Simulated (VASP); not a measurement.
A run of VASP 6.6.1 is set up as follows.

INCAR

```
PREC     = Accurate       # precision mode
ENCUT    = 600            # plane-wave cutoff, eV
EDIFF    = 1E-6           # SCF threshold, eV
ISMEAR   = 0              # smearing method
SIGMA    = 0.01           # smearing width, eV
LREAL    = F              # projectors in reciprocal space
LASPH    = T              # aspherical terms in the spheres
NELM     = 100            # most SCF steps
ALGO     = Normal         # electronic algorithm
ISIF     = 3              # what is computed and relaxed
LWAVE    = F              # write WAVECAR
LCHARG   = F              # write CHGCAR
GGA      = PE             # functional
IBRION   = 2              # ionic algorithm
NSW      = 80             # ionic steps
EDIFFG   = -0.001         # ionic threshold
PSTRESS  = 500.0
```

File KPOINTS:

```
regular mesh
0
Gamma
  10 10 10
```

File POSCAR:

```
BAs
1.0
    0.0000000000      2.4046443035      2.4046443035
    2.4046443035      0.0000000000      2.4046443035
    2.4046443035      2.4046443035      0.0000000000
B As
1 1
Direct
    0.0000000000      0.0000000000      0.0000000000
    0.7500000000      0.7500000000      0.7500000000
```

Potentials or basis: VASP PAW PBE potentials, release 64 (B, As).

The run is started by

```console
$ cat potpaw_PBE.64/B/POTCAR potpaw_PBE.64/As/POTCAR > POTCAR
$ mpirun -np 1 vasp_std > vasp.out
```

Task: Estimate the relaxed cell.

Result: a = 3.149 Å, b = 3.149 Å, c = 3.149 Å, α = 60.00°, β = 60.00°, γ = 60.00°.

Task: What does it give for the space group after relaxing (to 0.05 Å)?

Result: F-43m (No. 216).

Task: What does it give for the band gap on the k mesh?

Result: 0.94 eV, indirect (least direct gap 3.59 eV).

Final structure:
```xyz
2
Lattice="0.0000 2.2269 2.2269 2.2269 0.0000 2.2269 2.2269 2.2269 0.0000" Properties=species:S:1:pos:R:3 pbc="T T T"
B     0.0000    0.0000    0.0000
As    3.3403    3.3403    3.3403
```

Caveat: the cell is relaxed towards a set pressure, so the enthalpy falls and the energy may rise. A k mesh can miss the band edges.
